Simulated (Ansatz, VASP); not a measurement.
## One calculation of Pd, two programs

The input INCAR:

```
PREC     = Accurate       # precision mode
ENCUT    = 520            # plane-wave cutoff, eV
EDIFF    = 1E-6           # SCF threshold, eV
ISMEAR   = -1             # smearing method
SIGMA    = 0.03           # smearing width, eV
LREAL    = False          # projectors in reciprocal space
LASPH    = True           # aspherical terms in the spheres
NELM     = 100            # most SCF steps
ALGO     = Normal         # electronic algorithm
ISIF     = 2              # what is computed and relaxed
LWAVE    = False          # write WAVECAR
LCHARG   = True           # write CHGCAR
GGA      = PE             # functional
LELF     = True           # ELF
LVHAR    = True         
NBANDS   = 11             # bands
```

KPOINTS

```
regular mesh
0
Gamma
  6 6 6
```

Contents of POSCAR:

```
Pd
1.0
    0.0000000000      1.9465000000      1.9465000000
    1.9465000000      0.0000000000      1.9465000000
    1.9465000000      1.9465000000      0.0000000000
Pd
1
Direct
    0.0000000000      0.0000000000      0.0000000000
```

Contents of input.yaml:

```yaml
crystal:
  lattice:
    - [0.0, 1.9465, 1.9465]
    - [1.9465, 0.0, 1.9465]
    - [1.9465, 1.9465, 0.0]
  atoms:
    - { symbol: Pd, position: [0.0, 0.0, 0.0] }
kpoints:
  mp_grid: { grid: [6, 6, 6] }
scf:
  occupations: { method: fermi_dirac, width: 0.03 }
hamiltonian:
  xc: pbe
  pseudopotentials: { kind: all_electron, lapw: { basis_error: 0.002 } }
output:
  forces: true
  stress: true
  eigenvalues: true
```

Alike in both runs: task single point; functional PBE; k mesh 6 × 6 × 6; occupations fermi-dirac, width 0.03 eV; no spin polarisation.

|  | VASP | Ansatz |
| --- | --- | --- |
| version | VASP 6.6.1 | Ansatz 0.2.0 |
| potentials or method | VASP PAW PBE potentials, release 64 (Pd), cutoff 520 eV | all-electron LAPW, scalar-relativistic |

VASP gave:

* gap on the k mesh at the Fermi level (eV): none
* pressure (GPa): 5.3

Q: Estimate Ansatz's values.

A: gap on the k mesh at the Fermi level (eV): none; pressure (GPa): 5.6.

A gap of «none» marks a metal or a gap that the smearing closes. Ansatz ran all-electron here, and VASP with PAW potentials.

The k mesh is coarse, so the values compare programs but aren't converged.
